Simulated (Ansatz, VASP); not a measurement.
**Na in VASP and in Ansatz**

The input INCAR:

```
ALGO = Normal
EDIFF = 1E-6
EDIFFG = -0.03
ENCUT = 600
GGA = PE
IBRION = 2
ISIF = 3
ISMEAR = 0
LASPH = True
LCHARG = False
LREAL = False
LWAVE = False
NELM = 100
NSW = 80
PREC = Accurate
SIGMA = 0.05
```

Contents of KPOINTS:

```
k-points
0
Gamma
  6 6 4
```

The input POSCAR:

```
Na
1.0
    3.7682404875      0.0000000000      0.0000000000
   -1.8841202437      3.2633919897      0.0000000000
    0.0000000000      0.0000000000      6.1547927962
Na
2
Direct
    0.3333333333      0.6666666667      0.7500000000
    0.6666666667      0.3333333333      0.2500000000
```

Input for Ansatz:

```yaml
crystal:
  lattice:
    - [3.7682404875, 0.0, 0.0]
    - [-1.8841202437, 3.2633919897, 0.0]
    - [0.0, 0.0, 6.1547927962]
  atoms:
    - { symbol: Na, position: [0.3333333333, 0.6666666667, 0.75] }
    - { symbol: Na, position: [0.6666666667, 0.3333333333, 0.25] }
basis:
  ecutwfc: 600
  ecutrho_ratio: 5
kpoints:
  mp_grid: { grid: [6, 6, 4] }
hamiltonian:
  xc: pbe
scf:
  occupations: { method: gaussian, width: 0.05 }
output:
  forces: true
  stress: true
  eigenvalues: true
relax:
  f_tol: 0.03
  max_steps: 60
  cell: { stress_tol: 0.6 }
```

Alike in both runs: task relaxation of cell and atoms; functional PBE; k mesh 6 × 6 × 4; occupations gaussian, width 0.05 eV; no spin polarisation.

|  | VASP | Ansatz |
| --- | --- | --- |
| version | VASP 6.6.1 | Ansatz 0.2.0 |
| potentials or method | VASP PAW PBE potentials, release 64 (Na_pv), cutoff 600 eV | scalar-relativistic, plane waves, PAW |
| valence electrons in the cell | 14 | 18 |

Ansatz gave:

- relaxed volume (Å³/atom): 37.68
- relaxed cell length with the largest relative difference (Å): 6.106

Q: Estimate VASP's values.

A: Relaxed volume (Å³/atom): 36.94; relaxed cell length with the largest relative difference (Å): 5.964.

VASP's potentials hold 14 valence electrons a cell and Ansatz's 18, so a difference there can come from the potentials and not from the codes.
